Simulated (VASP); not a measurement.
# BN (R3m) in VASP: notebook

The runs below take BN through single point, with r2SCAN+D4.

All numbers are computed with VASP 6.6.1; they aren't measurements. Logs are shortened: lines on timing, memory, paths and dates and some standing lists are left out, and cuts for length are marked.

## 1. The cell of the first run

The structure is trigonal, space group R3m (No. 160). The conventional cell has a = 2.546 Å, b = 2.546 Å, c = 10.296 Å, α = 90.00°, β = 90.00°, γ = 120.00°. B (site symmetry 3m) has 3 N at 1.47 Å within 2.0 Å. N (site symmetry 3m) has 3 B at 1.47 Å within 2.0 Å.

## 2. Single point, r2SCAN+D4

POSCAR

```
BN
1.0
    1.2729800677      0.7349547504      3.4318617621
   -1.2729800677      0.7349547504      3.4318617621
    0.0000000000     -1.4699105182      3.4318617621
B N
1 1
Direct
    0.9996710000      0.9996710000      0.9996710000
    0.3327620000      0.3327620000      0.3327620000
```

INCAR.step1

```
PREC     = Accurate       # precision mode
ENCUT    = 520            # plane-wave cutoff, eV
ISMEAR   = 0              # smearing method
SIGMA    = 0.01           # smearing width, eV
LREAL    = F              # projectors in reciprocal space
LASPH    = T              # aspherical terms in the spheres
NELM     = 80             # most SCF steps
NBANDS   = 11             # bands
GGA      = PE             # functional
ALGO     = Normal         # electronic algorithm
EDIFF    = 1E-4           # SCF threshold, eV
LWAVE    = T              # write WAVECAR
LCHARG   = F              # write CHGCAR
```

INCAR.step2

```
PREC     = Accurate       # precision mode
ENCUT    = 520            # plane-wave cutoff, eV
EDIFF    = 1E-6           # SCF threshold, eV
ISMEAR   = 0              # smearing method
SIGMA    = 0.01           # smearing width, eV
LREAL    = F              # projectors in reciprocal space
LASPH    = T              # aspherical terms in the spheres
NELM     = 80             # most SCF steps
ALGO     = Normal         # electronic algorithm
ISIF     = 2              # what is computed and relaxed
LWAVE    = F              # write WAVECAR
LCHARG   = T              # write CHGCAR
METAGGA  = R2SCAN         # meta-GGA
LMIXTAU  = T            
IVDW     = 13             # dispersion correction
VDW_S6   = 1.0          
VDW_S8   = 0.6018749    
VDW_A1   = 0.51559235   
VDW_A2   = 5.77342911   
LELF     = T              # ELF
LVHAR    = T            
NBANDS   = 11             # bands
ISTART   = 1
```

KPOINTS

```
Automatic mesh
0
Gamma
  10 10 10
```

Potentials or basis: VASP PAW PBE potentials, release 64 (B, N).

Command:

```console
cat potpaw_PBE.64/B/POTCAR potpaw_PBE.64/N/POTCAR > POTCAR
cp INCAR.step1 INCAR
mpirun -np 1 vasp_std > vasp.out
cp INCAR.step2 INCAR
mpirun -np 1 vasp_std > vasp.out
```

OUTCAR:

```text
PREC = Accurate
   ENCUT = 520
   EDIFF = 1E-6
   ISMEAR = 0
   LREAL = F
   LASPH = T
   NELM = 80
   ISIF = 2
   METAGGA = R2SCAN
   IVDW = 13
   ISTART = 1

 ion  position               nearest neighbor table
   1  1.000  1.000  1.000-   2 1.47   2 1.47   2 1.47
   2  0.333  0.333  0.333-   1 1.47   1 1.47   1 1.47

  LATTYP: Found a trigonal (rhomboedric) cell.
 ALAT       =     3.7334048658
 COS(alpha) =     0.7674785490

  Lattice vectors:

 A1 = (   1.2729800677,   0.7349547504,   3.4318617621)
 A2 = (  -1.2729800677,   0.7349547504,   3.4318617621)
 A3 = (   0.0000000000,  -1.4699105182,   3.4318617621)

Analysis of symmetry for initial positions (statically):
=====================================================================
 Subroutine PRICEL returns:
 Original cell was already a primitive cell.

 Routine SETGRP: Setting up the symmetry group for a
 trigonal (rhombohedral) supercell.

 Subroutine GETGRP returns: Found  6 space group operations
 (whereof  6 operations were pure point group operations)
 out of a pool of 12 trial point group operations.

The static configuration has the point symmetry C_3v.

Analysis of symmetry for dynamics (positions and initial velocities):
=====================================================================
 Subroutine PRICEL returns:
 Original cell was already a primitive cell.

 Routine SETGRP: Setting up the symmetry group for a
 trigonal (rhombohedral) supercell.

 Subroutine GETGRP returns: Found  6 space group operations
 (whereof  6 operations were pure point group operations)
 out of a pool of 12 trial point group operations.

The dynamic configuration has the point symmetry C_3v.

 Subroutine INISYM returns: Found  6 space group operations
 (whereof  6 operations are pure point group operations),
 and found     1 'primitive' translations

----------------------------------------------------------------------------------------

                                     Primitive cell

  volume of cell :      19.2648

  direct lattice vectors                    reciprocal lattice vectors
     1.272980068  0.734954750  3.431861762     0.392779127  0.226771226  0.097129032
    -1.272980068  0.734954750  3.431861762    -0.392779127  0.226771226  0.097129032
     0.000000000 -1.469910518  3.431861762     0.000000000 -0.453542452  0.097128965

  length of vectors
     3.733404866  3.733404866  3.733404892     0.463826132  0.463826132  0.463826251

  position of ions in fractional coordinates (direct lattice)
     0.999671000  0.999671000  0.999671000
     0.332762000  0.332762000  0.332762000

  ion indices of the primitive-cell ions
   primitive index   ion index
                 1           1
                 2           2

----------------------------------------------------------------------------------------

 KPOINTS: Automatic mesh

Automatic generation of k-mesh.
 Grid dimensions read from file:
 generate k-points for:   10   10   10

 Generating k-lattice:

  Cartesian coordinates                     Fractional coordinates (reciprocal lattice)
     0.039277913  0.022677123  0.009712903     0.100000000 -0.000000000  0.000000000
    -0.039277913  0.022677123  0.009712903    -0.000000000  0.100000000  0.000000000
     0.000000000 -0.045354245  0.009712896     0.000000000  0.000000000  0.100000000

  Length of vectors
     0.046382613  0.046382613  0.046382625

  Shift w.r.t. Gamma in fractional coordinates (k-lattice)
     0.000000000  0.000000000  0.000000000

 Subroutine IBZKPT returns following result:
 ===========================================

 Found    116 irreducible k-points:

 Following reciprocal coordinates:
            Coordinates               Weight
  0.000000  0.000000  0.000000      1.000000
  0.100000  0.000000  0.000000      6.000000
  0.200000  0.000000  0.000000      6.000000
  0.300000  0.000000  0.000000      6.000000
  0.400000 -0.000000  0.000000      6.000000
  0.500000  0.000000  0.000000      3.000000
[... 16 lines left out ...]
  0.300000  0.300000  0.000000      6.000000
  0.400000  0.300000 -0.000000     12.000000
 [... further k-points ...]
   k-points           NKPTS =    116   k-points in BZ     NKDIM =    116   number of bands    NBANDS=     11
   number of dos      NEDOS =    301   number of ions     NIONS =      2
   total plane-waves  NPLWV =  21952
   dimension x,y,z NGX =    28 NGY =   28 NGZ =   28
   dimension x,y,z NGXF=    56 NGYF=   56 NGZF=   56
   ions per type =               1   1
   NGX,Y,Z   is equivalent  to a cutoff of  12.47, 12.47, 12.47 a.u.
   NGXF,Y,Z  is equivalent  to a cutoff of  24.94, 24.94, 24.94 a.u.
 SYSTEM =  unknown system
   PREC   = accura    normal or accurate (medium, high low for compatibility)
   ISTART =      1    job   : 0-new  1-cont  2-samecut
   ICHARG =      0    charge: 1-file 2-atom 10-const
   ISPIN  =      1    spin polarized calculation?
   LNONCOLLINEAR =      F non collinear calculations
   LSORBIT =      F    spin-orbit coupling
   LASPH  =      T    aspherical Exc in radial PAW
   ENCUT  =  520.0 eV  38.22 Ry    6.18 a.u.   6.94  6.94  6.94*2*pi/ulx,y,z
   NELM   =     80;   NELMIN=  2; NELMDL=  0     # of ELM steps
   EDIFF  = 0.1E-05   stopping-criterion for ELM
   LREAL  =      F    real-space projection
   EDIFFG = 0.1E-04   stopping-criterion for IOM
   NSW    =      0    number of steps for IOM
   IBRION =     -1    ionic relax: 0-MD 1-quasi-New 2-CG
   NFREE  =      0    steps in history (QN), initial steepest desc. (CG)
   ISIF   =      2    stress and relaxation
   ISYM   =      2    0-nonsym 1-usesym 2-fastsym
   POTIM  = 0.5000    time-step for ionic-motion
   TEBEG  =    0.0;   TEEND  =   0.0 temperature during run
   PSTRESS=    0.0 pullay stress
   NELECT =       8.0000    total number of electrons
   NUPDOWN=      -1.0000    fix difference up-down
   EMIN   =  10.00;   EMAX   =-10.00  energy-range for DOS
   EFERMI =   0.00;   METHOD = LEGACY
   ISMEAR =     0;   SIGMA  =   0.01  broadening in eV -4-tet -1-fermi 0-gaus
   EFERMI_NEDOS =   21; number of points for ismear=-14 and -15
   IALGO  =     38    algorithm
   IMIX   =      4    mixing-type and parameters
     AMIX     =   0.40;   BMIX     =  1.00
     AMIX_MAG =   1.60;   BMIX_MAG =  1.00
  volume/ion in A,a.u.               =       9.63        65.00
  Fermi-wavevector in a.u.,A,eV,Ry     =   1.221379  2.308071 20.296708  1.491766
  Thomas-Fermi vector in A             =   2.356563
   LORBIT       =      0    0 simple, 1 ext, 2 COOP (PROOUT), +10 PAW based schemes
   METAGGA = R2SCAN    functional components
   LHFCALC =     F    Hartree Fock is set to
   AEXX    =    0.0000 exact exchange contribution
   IVDW    =    13    specifies the selected vdW correction
   LEPSILON=     F    determine dielectric tensor
   LRPA    =     F    only Hartree local field effects (RPA)
 non-spin polarized calculation
 Gauss-broadening in eV      SIGMA  =   0.01
  energy-cutoff  :      520.00
  volume of cell :       19.26
 maximum number of plane-waves:       532
   NGX = 13   NGY = 13   NGZ = 13

 number of electron       8.0000000 magnetization

 Free energy of the ion-electron system (eV)
  ---------------------------------------------------
  ext. energy  EPLUGINS =         0.00000000
  ---------------------------------------------------
  free energy    TOTEN  =       -19.26291542 eV

  energy without entropy =      -19.26291542  energy(sigma->0) =      -19.26291542

 E-fermi :   1.6293     XC(G=0): -10.4083

 val. band max:        1.5575863909   @ k =  -0.3000   0.3000   0.0000
 cond. band min:       6.2903368559   @ k =   0.5000   0.5000  -0.0000
 fundamental gap:      4.7327504650
 Fermi energy:         1.6292743933

 k-point     1 :       0.0000    0.0000    0.0000
  band No.  band energies     occupation
      1     -16.9179      2.00000
      2      -2.5625      2.00000
      3       0.1604      2.00000
      4       0.1604      2.00000
      5       6.9492      0.00000
      6      13.5245      0.00000
      7      13.5245      0.00000
      8      15.2879      0.00000
      9      16.1888      0.00000
     10      28.0733      0.00000
     11      29.9777      0.00000

 k-point     2 :       0.1000    0.0000    0.0000
  band No.  band energies     occupation
      1     -16.7201      2.00000
      2      -2.3476      2.00000
      3      -0.6641      2.00000
      4      -0.1960      2.00000
      5       7.3585      0.00000
      6      13.4297      0.00000
      7      14.3689      0.00000
      8      14.5916      0.00000
      9      16.8225      0.00000
     10      27.3806      0.00000
     11      28.6455      0.00000

 k-point     3 :       0.2000    0.0000    0.0000
  band No.  band energies     occupation
      1     -16.1450      2.00000
      2      -2.6036      2.00000
      3      -1.7097      2.00000
      4      -1.0024      2.00000
      5       8.3812      0.00000
      6      12.8206      0.00000
      7      13.2606      0.00000
      8      16.5924      0.00000
      9      18.2805      0.00000
     10      24.1722      0.00000
     11      26.7094      0.00000

 k-point     4 :       0.3000    0.0000    0.0000
  band No.  band energies     occupation
      1     -15.2665      2.00000
      2      -4.8274      2.00000
      3      -1.8281      2.00000
      4      -0.7318      2.00000
      5       9.4646      0.00000
      6      10.9023      0.00000
      7      13.2148      0.00000
      8      19.3928      0.00000
      9      19.5769      0.00000
     10      22.1966      0.00000
     11      25.0330      0.00000

 k-point     5 :       0.4000   -0.0000    0.0000
  band No.  band energies     occupation
      1     -14.2997      2.00000
      2      -6.7210      2.00000
      3      -2.4033      2.00000
      4       0.3765      2.00000
      5       8.2224      0.00000
      6      11.3011      0.00000
      7      13.8319      0.00000
      8      18.3161      0.00000
      9      22.1131      0.00000
     10      22.5120      0.00000
     11      24.0186      0.00000
[... 211 lines left out ...]
 k-point    21 :      -0.3000    0.2000   -0.0000
  band No.  band energies     occupation
      1     -13.9250      2.00000
      2      -6.4101      2.00000
      3      -4.1461      2.00000
      4       1.0043      2.00000
      5       7.8658      0.00000
      6      12.3161      0.00000
      7      15.6661      0.00000
      8      16.3457      0.00000
      9      18.9584      0.00000
     10      23.4648      0.00000
     11      25.0782      0.00000

 k-point    22 :      -0.2000    0.2000    0.0000
  band No.  band energies     occupation
      1     -14.8014      2.00000
      2      -5.1229      2.00000
      3      -3.2222      2.00000
      4       0.0134      2.00000
      5       9.5038      0.00000
      6      10.5297      0.00000
      7      15.1729      0.00000
      8      17.0521      0.00000
      9      18.4025      0.00000
     10      23.0683      0.00000
     11      25.6599      0.00000

 k-point    23 :       0.3000    0.3000    0.0000
  band No.  band energies     occupation
      1     -15.2214      2.00000
      2      -4.7630      2.00000
      3      -1.8663      2.00000
      4      -1.1737      2.00000
      5       9.2892      0.00000
      6      11.3221      0.00000
      7      13.4803      0.00000
      8      19.5112      0.00000
      9      20.0086      0.00000
     10      21.7826      0.00000
     11      27.7269      0.00000

 k-point    24 :       0.4000    0.3000   -0.0000
  band No.  band energies     occupation
      1     -14.6026      2.00000
      2      -5.7327      2.00000
      3      -2.7418      2.00000
      4      -0.5132      2.00000
      5       8.3526      0.00000
      6      12.1417      0.00000
      7      14.3023      0.00000
      8      19.1460      0.00000
      9      20.1386      0.00000
     10      22.6200      0.00000
     11      26.5596      0.00000

 [... further k-points ...]

------------------------ aborting loop because EDIFF is reached ----------------------------------------

  DFT-D4 for vdW energy calculation

  Edisp (eV):   -0.12997

  FORCE on cell =-STRESS in cart. coord.  units (eV):
  Direction    XX          YY          ZZ          XY          YZ          ZX
  --------------------------------------------------------------------------------------
  -------------------------------------------------------------------------------------
  Total      -2.17391    -2.17391    -0.15211     0.00000     0.00000    -0.00000
  in kB    -180.79599  -180.79584   -12.65046     0.00000     0.00000    -0.00000
  external pressure =     -124.75 kB  Pullay stress =        0.00 kB

 VOLUME and BASIS-vectors are now :
 -----------------------------------------------------------------------------
  energy-cutoff  :      520.00
  volume of cell :       19.26
      direct lattice vectors                 reciprocal lattice vectors
     1.272980068  0.734954750  3.431861762     0.392779127  0.226771226  0.097129032
    -1.272980068  0.734954750  3.431861762    -0.392779127  0.226771226  0.097129032
     0.000000000 -1.469910518  3.431861762     0.000000000 -0.453542452  0.097128965

 POSITION                                       TOTAL-FORCE (eV/Angst)
 -----------------------------------------------------------------------------------
      0.00000     -0.00000     10.29220         0.000000      0.000000     -0.011094
      0.00000     -0.00000      3.42598         0.000000     -0.000000      0.011094
 -----------------------------------------------------------------------------------
    total drift:                                0.000000      0.000022      0.000344

  FREE ENERGIE OF THE ION-ELECTRON SYSTEM (eV)
  ---------------------------------------------------
  free  energy   TOTEN  =       -19.3928901443 eV

  energy  without entropy=      -19.3928901443  energy(sigma->0) =      -19.39289014
```

Wall time 92 s (1 thread of AMD EPYC 9R45 (Zen 5), shared host); peak memory 0.14 GiB.

What came out:

| Item | Value |
| --- | --- |
| Free energy | -19.3929 eV |
| Pressure | -12.5 GPa |
| Largest force | 0.011 eV/Å |
| Band gap on the k mesh | 4.73 eV, indirect (least direct gap 5.45 eV) |
| Dispersion energy per atom | -0.065 eV |

Forces in eV/Å, atoms in the order of the input:
```
B    0.000  0.000 -0.011
N    0.000  0.000  0.011
```

Levels at points of the mesh, in eV from the valence-band top:
| k point | band 2 | band 3 | band 4 | band 5 | band 6 | band 7 |
| --- | --- | --- | --- | --- | --- | --- |
| (0.00, 0.00, 0.00) | -4.12 | -1.40 | -1.40 | 5.39 | 11.97 | 11.97 |
| (0.50, 0.00, 0.00) | -9.10 | -4.16 | -0.60 | 5.78 | 10.05 | 13.39 |
| (0.50, 0.50, 0.00) | -8.98 | -4.22 | -1.14 | 4.73 | 10.03 | 14.64 |
| (0.50, 0.50, 0.50) | -6.00 | -1.41 | -1.41 | 10.44 | 11.90 | 11.90 |

Caveat: the PAW data sets were made with another functional, which shifts forces and pressure a little. r2SCAN opens gaps a little over a GGA but as a rule still falls short of measured ones.

## 3. Single point, r2SCAN+D4

This run uses another cell than the first one, of 9.88 Å³/atom, 1.025 times its volume.

POSCAR

```
BN
1.0
    1.2836331158      0.7411052853      3.4605816058
   -1.2836331158      0.7411052853      3.4605816058
    0.0000000000     -1.4822115965      3.4605816058
B N
1 1
Direct
    0.9996710000      0.9996710000      0.9996710000
    0.3327620000      0.3327620000      0.3327620000
```

INCAR.step1

```
SYSTEM = BN
PREC     = Accurate       ! precision mode
ENCUT    = 520            ! plane-wave cutoff, eV
ISMEAR   = 0              ! smearing method
SIGMA    = 0.01           ! smearing width, eV
LREAL    = .False.        ! projectors in reciprocal space
LASPH    = .True.         ! aspherical terms in the spheres
NELM     = 100            ! most SCF steps
NBANDS   = 11             ! bands
GGA      = PE             ! functional
ALGO     = Normal         ! electronic algorithm
EDIFF    = 1E-4           ! SCF threshold, eV
LWAVE    = .True.         ! write WAVECAR
LCHARG   = .False.        ! write CHGCAR
```

INCAR.step2

```
SYSTEM = BN
PREC     = Accurate       ! precision mode
ENCUT    = 520            ! plane-wave cutoff, eV
EDIFF    = 1E-6           ! SCF threshold, eV
ISMEAR   = 0              ! smearing method
SIGMA    = 0.01           ! smearing width, eV
LREAL    = .False.        ! projectors in reciprocal space
LASPH    = .True.         ! aspherical terms in the spheres
NELM     = 100            ! most SCF steps
ALGO     = Normal         ! electronic algorithm
ISIF     = 2              ! what is computed and relaxed
LWAVE    = .False.        ! write WAVECAR
LCHARG   = .False.        ! write CHGCAR
METAGGA  = R2SCAN         ! meta-GGA
LMIXTAU  = .True.       
IVDW     = 13             ! dispersion correction
VDW_S6   = 1.0          
VDW_S8   = 0.6018749    
VDW_A1   = 0.51559235   
VDW_A2   = 5.77342911   
NBANDS   = 11             ! bands
ISTART   = 1
```

KPOINTS

```
Automatic mesh
0
Gamma
  10 10 10
  0 0 0
```

Potentials or basis: VASP PAW PBE potentials, release 64 (B, N).

Command:

```console
cat potpaw_PBE.64/B/POTCAR potpaw_PBE.64/N/POTCAR > POTCAR
cp INCAR.step1 INCAR
mpirun -np 1 vasp_std > vasp.out
cp INCAR.step2 INCAR
mpirun -np 1 vasp_std > vasp.out
```

It took 90 s on 1 thread of AMD EPYC 9R45 (Zen 5), shared host; peak memory 0.14 GiB.

Results (log left out):

| Quantity | Value |
| --- | --- |
| Free energy | -19.3481 eV |
| Pressure | -17.3 GPa |
| Largest force | 0.012 eV/Å |
| Band gap on the k mesh | 4.70 eV, indirect (least direct gap 5.38 eV) |
| Dispersion energy per atom | -0.064 eV |

Forces on the atoms (eV/Å):
```
B    0.000  0.000 -0.012
N    0.000  0.000  0.012
```

Stress tensor (GPa, compression positive):
```
-25.24   0.00   0.00
  0.00 -25.24   0.00
  0.00   0.00  -1.38
```

Levels at points of the mesh, in eV from the valence-band top:
| k point | band 1 | band 2 | band 3 | band 4 | band 5 | band 6 | band 7 | band 8 | band 9 |
| --- | --- | --- | --- | --- | --- | --- | --- | --- | --- |
| (0.00, 0.00, 0.00) | -18.32 | -4.03 | -1.42 | -1.42 | 5.33 | 11.76 | 11.76 | 13.42 | 14.17 |
| (0.50, 0.00, 0.00) | -15.29 | -8.99 | -4.12 | -0.58 | 5.70 | 9.79 | 13.22 | 15.20 | 20.15 |
| (0.50, 0.50, 0.00) | -15.23 | -8.88 | -4.17 | -1.11 | 4.70 | 9.77 | 14.45 | 17.72 | 20.32 |
| (0.50, 0.50, 0.50) | -18.10 | -5.85 | -1.44 | -1.44 | 10.27 | 11.60 | 11.70 | 11.70 | 16.73 |

Caveat: the PAW data sets were made with another functional, which shifts forces and pressure a little. r2SCAN opens gaps a little over a GGA but as a rule still falls short of measured ones.
